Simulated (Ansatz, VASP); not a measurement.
## Pt: VASP beside Ansatz

INCAR

```
SYSTEM = Pt
ALGO = Normal ; EDIFF = 1E-7
ENCUT = 520 ; GGA = PE
ISIF = 2 ; ISMEAR = 0
LASPH = .TRUE. ; LCHARG = .FALSE.
LREAL = .FALSE. ; LWAVE = .FALSE.
NBANDS = 11 ; NELM = 80
PREC = Accurate ; SIGMA = 0.15
```

File KPOINTS:

```
k-points
0
G
  20 20 20
  0 0 0
```

Contents of POSCAR:

```
Pt
1.0
    0.0000000000      1.8110575000      1.9579000000
    1.8110575000      0.0000000000      1.9579000000
    1.8110575000      1.8110575000      0.0000000000
Pt
1
Direct
    0.0000000000      0.0000000000      0.0000000000
```

Input for Ansatz:

```yaml
crystal:
  lattice:
    - [0.0, 1.8110575, 1.9579]
    - [1.8110575, 0.0, 1.9579]
    - [1.8110575, 1.8110575, 0.0]
  atoms:
    - { symbol: Pt, position: [0.0, 0.0, 0.0] }
basis:
  ecutwfc: 420
kpoints:
  mp_grid: { grid: [20, 20, 20] }
hamiltonian:
  xc: pbe
scf:
  occupations: { method: gaussian, width: 0.15 }
output:
  forces: true
  stress: true
  eigenvalues: true
```

Change from the starting cell: strain -0.0750 x Voigt [1, 1, 0, 0, 0, 0], atoms carried along.

Alike in both runs: task single point; functional PBE; k mesh 20 × 20 × 20; occupations gaussian, width 0.15 eV; no spin polarisation.

```csv
,VASP,Ansatz
version,VASP 6.6.1,Ansatz 0.2.0
potentials or method,"VASP PAW PBE potentials, release 64 (Pt), cutoff 520 eV","scalar-relativistic, plane waves, PAW"
valence electrons in the cell,10,18
```

VASP gave:

| Property | Result |
| --- | --- |
| gap on the k mesh at the Fermi level (eV) | none |
| pressure (GPa) | 83.8 |
| traceless stress, the component that is largest in VASP (GPa) | -12.52 |

Q: What did Ansatz give for the same quantities?

A: gap on the k mesh at the Fermi level (eV): none; pressure (GPa): 84.3; traceless stress, the component that is largest in VASP (GPa): -12.55.

A gap of «none» marks a metal or a gap that the smearing closes. Both programs put the cell under a high pressure, so it lies far from rest at this level. The functional is the same, so the differences come from potentials, cutoffs and numerics. VASP's potentials hold 10 valence electrons a cell and Ansatz's 18, so a difference there can come from the potentials and not from the codes.

Spin-orbit coupling is off throughout. Noted on VASP's run: the cell as given lies far from equilibrium.
